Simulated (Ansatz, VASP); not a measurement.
Given: the input of a run of VASP 6.6.1 on ScAl3.

File INCAR:

```
  PREC = Accurate
  ENCUT = 600
  EDIFF = 1E-6
  ISMEAR = -1
  SIGMA = 0.05
  LREAL = F
  LASPH = T
  NELM = 60
  ALGO = Normal
  ISIF = 3
  LWAVE = F
  LCHARG = F
  GGA = PS
  IBRION = 2
  NSW = 60
  EDIFFG = -0.01
```

KPOINTS

```
Automatic mesh
0
Gamma
  7 7 7
```

File POSCAR:

```
ScAl3
1.0
    4.0878065700      0.0000000000      0.0000000000
    0.0000000000      4.0878065700      0.0000000000
    0.0000000000      0.0000000000      4.0878065700
Sc Al
1 3
Direct
    0.0000000000      0.0000000000      0.0000000000
    0.5000000000      0.5000000000      0.0000000000
    0.0000000000      0.5000000000      0.5000000000
    0.5000000000      0.0000000000      0.5000000000
```

Potentials or basis: VASP PAW PBE potentials, release 64 (Sc_sv, Al).

Command:

```console
$ cat potpaw_PBE.64/Sc_sv/POTCAR potpaw_PBE.64/Al/POTCAR > POTCAR
$ mpirun -np 1 vasp_std > vasp.out
```

Set up the same calculation for Ansatz 0.2.0. Potentials there: Ansatz PAW.

As run (the cutoff follows the program's own potentials):

File input.yaml:

```yaml
crystal:
  lattice:
    - [4.08780657, 0.0, 0.0]
    - [0.0, 4.08780657, 0.0]
    - [0.0, 0.0, 4.08780657]
  atoms:
    - { symbol: Sc, position: [0.0, 0.0, 0.0] }
    - { symbol: Al, position: [0.5, 0.5, 0.0] }
    - { symbol: Al, position: [0.0, 0.5, 0.5] }
    - { symbol: Al, position: [0.5, 0.0, 0.5] }
hamiltonian:
  xc: pbesol
  pseudopotentials: { kind: paw }
kpoints:
  mp_grid: { grid: [7, 7, 7] }
scf:
  occupations: { method: fermi_dirac, width: 0.05 }
output:
  forces: true
  stress: true
  eigenvalues: true
relax:
  f_tol: 0.01
  max_steps: 40
  cell: { stress_tol: 0.05 }
```

Potentials or basis: Ansatz PAW.

The run is started by

```bash
$ ansatz run input.yaml --threads 2 --pin off --max-ram 5632MiB --backend cpu --events-out ev --progress --plain --runs-dir out
```

Both were run:

|  | VASP | Ansatz | Ansatz less VASP |
| --- | --- | --- | --- |
| gap on the k mesh at the Fermi level, each at its own relaxed structure (eV) | none | none | - |
| relaxed volume (Å³/atom) | 16.89 | 16.87 | -0.022 |
| relaxed cell length with the largest relative difference (Å) | 4.073 | 4.071 | -0.0018 |

VASP's potentials were made for PBE, not for PBEsol. A gap of «none» marks a metal or a gap that the smearing closes.

Noted on Ansatz's run: the plane-wave basis is chosen anew once the cell has moved, so the energies of steps on either side of that aren't comparable.
